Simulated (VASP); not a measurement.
Write the native input for VASP 6.6.1 that does the following.

| Quantity | Value |
| --- | --- |
| Task | single point |
| Functional | PBE |
| Potentials or basis | VASP PAW PBE potentials, release 64 (Os) |
| Cutoff | 520 eV |
| k mesh | 9 × 9 × 5 |
| Occupations | fermi-dirac, width 0.05 eV |
| Spin | no spin polarisation |
| Dipole correction | no |
| Further INCAR settings | ALGO = Fast; EDIFF = 1e-06; NBANDS = 15 |

The structure of Os lies in POSCAR:

```
Os
1.0
    2.7341000000      0.0000000000      0.0000000000
   -1.3670500000      2.3678000565      0.0000000000
    0.0000000000      0.0000000000      4.2765030000
Os
2
Direct
    0.6666666667      0.3333333333      0.7500000000
    0.3333333333      0.6666666667      0.2500000000
```

The input as run:

INCAR

```
PREC = Accurate
ENCUT = 520
EDIFF = 1E-6
ISMEAR = -1
SIGMA = 0.05
LREAL = False
LASPH = True
NELM = 60
ALGO = Fast
ISIF = 2
LWAVE = False
LCHARG = False
GGA = PE
NBANDS = 15
```

KPOINTS

```
Automatic mesh
0
Gamma
  9 9 5
```

Potentials or basis: VASP PAW PBE potentials, release 64 (Os).

Launch:

```console
$ cat potpaw_PBE.64/Os/POTCAR > POTCAR
$ mpirun -np 1 vasp_std > vasp.out
```

Results of the run:

| Quantity | Value |
| --- | --- |
| Pressure | 13.3 GPa |
| Band gap on the k mesh | zero (band 8 reaches 11.69 eV, above the bottom of band 9 at 7.80 eV) |

Caveat: spin-orbit coupling is left out, which moves the levels of the heavy elements.

Wall time 9.2 s on 1 thread of Intel(R) Xeon(R) Platinum 8488C (Sapphire Rapids), on a shared host, peak memory 0.13 GiB.
